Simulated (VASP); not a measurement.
Input of a VASP 6.6.1 run:

File INCAR:

```
SYSTEM = CdHg2O3
ALGO = Normal
EDIFF = 1E-7
ENCUT = 520
GGA = PE
ISIF = 2
ISMEAR = 0
LASPH = .TRUE.
LCHARG = .FALSE.
LREAL = .FALSE.
LWAVE = .FALSE.
NBANDS = 36
NELM = 100
PREC = Accurate
SIGMA = 0.02
```

File KPOINTS:

```
k-points
0
G
  10 10 4
  0 0 0
```

POSCAR

```
CdHg2O3
1.0
    3.0880853000     -1.7936489000      0.0000000000
    3.0880853000      1.7936489000      0.0000000000
   -1.9444395000      0.0000000000      9.1309640000
Cd Hg O
1 2 3
Direct
    0.1812460000      0.8187540000      0.0000000000
    0.7827980000      0.9234460000      0.3228190000
    0.0765540000      0.2172020000      0.6771810000
    0.4489320000      0.1169310000      0.8713000000
    0.8830690000      0.5510680000      0.1287000000
    0.6274010000      0.3725990000      0.5000000000
```

Potentials or basis: VASP PAW PBE potentials, release 64 (Cd, Hg, O).

Run with:

```bash
$ cat potpaw_PBE.64/Cd/POTCAR potpaw_PBE.64/Hg/POTCAR potpaw_PBE.64/O/POTCAR > POTCAR
$ mpirun -np 1 vasp_std > vasp.out
```

Estimate the pressure.

1.5 GPa.

Predict the largest force.

0.290 eV/Å.

Predict the band gap on the k mesh.

0.85 eV (least direct gap 1.01 eV).

Forces in eV/Å, atoms in the order of the input:
```
Cd   0.000  0.021  0.000
Hg  -0.019 -0.027  0.039
Hg   0.019 -0.027 -0.039
O    0.077 -0.128  0.200
O   -0.077 -0.128 -0.200
O    0.000  0.290  0.000
```

Caveat: spin-orbit coupling is left out, which moves the levels of the heavy elements. A k mesh can miss the band edges.
